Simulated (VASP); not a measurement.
Runs of VASP 6.6.1 on ZrB2. The structure is that of space group P6/mmm (No. 191), or close to it. The cells are those of the table. 

```csv
task,cell,gap on the mesh (eV),pressure (GPa)
electric field gradients,"a = 3.165, b = 3.165, c = 3.520 Å, angles 90.0, 90.0, 120.0°, 3 atoms",none,-6.8
electric field gradients,"a = 3.197, b = 3.197, c = 3.520 Å, angles 90.0, 90.0, 120.0°, 3 atoms",none,-11.4
electric field gradients,"a = 3.228, b = 3.228, c = 3.520 Å, angles 90.0, 90.0, 120.0°, 3 atoms",none,(a)
single point,"a = 3.133, b = 3.133, c = 3.520 Å, angles 90.0, 90.0, 120.0°, 3 atoms",none,-1.8
```

Alike in all rows: level LDA; potentials or basis VASP PAW LDA potentials, release 64 (Zr_sv, B); no spin polarisation; k mesh 13 × 13 × 10; cutoff (eV) 520; smearing fermi-dirac 0.03 eV.

Problem. Fill in the values left out.

Solution. (a) -15.6.

Caveats: the cell stands under tension (at least some runs).

A k mesh can miss the band edges, and the runs leave out spin-orbit coupling on Zr.

A gap of «none» marks levels without a gap at the run's occupations.
